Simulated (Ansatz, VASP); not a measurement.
**Two plane-wave programs on GaN**

```xyz
4
Lattice="1.6950 -4.8249 0.0000 1.6950 4.8249 0.0000 0.0000 0.0000 3.5007" Properties=species:S:1:pos:R:3 pbc="T T T"
Ga    1.6950   -1.2715    2.6255
Ga    1.6950    1.2715    0.8752
N     1.6950   -3.4864    2.6255
N     1.6950    3.4864    0.8752
```

Change from the starting cell: species swapped into the PbSe type (Cmcm, No. 63).

Alike in both runs: task single point; functional PBE; k mesh 6 × 6 × 6; occupations gaussian, width 0.1 eV; collinear spin.

|  | VASP | Ansatz |
| --- | --- | --- |
| version | VASP 6.6.1 | Ansatz 0.2.0 |
| potentials or method | VASP PAW PBE potentials, release 64 (Ga_d, N), cutoff 520 eV | scalar-relativistic, plane waves, PAW |
| valence electrons in the cell | 36 | 36 |

Ansatz gave:

```
gap on the k mesh at the Fermi level (eV)                     : none
pressure (GPa)                                                : -25.9
traceless stress, the component that is largest in VASP (GPa) : 9.35
rms of the force components (eV/Å)                            : 0.783
net moment per atom (μB)                                      : 0.00
```

Task: What did VASP give for the same quantities?

Result: gap on the k mesh at the Fermi level (eV): none; pressure (GPa): -25.7; traceless stress, the component that is largest in VASP (GPa): 9.42; rms of the force components (eV/Å): 0.768; net moment per atom (μB): 0.00.

Atom by atom the forces differ by 0.016 eV/Å (rms over components). A gap of «none» marks a metal or a gap that the smearing closes. Ansatz's warnings: seeded moment not kept.
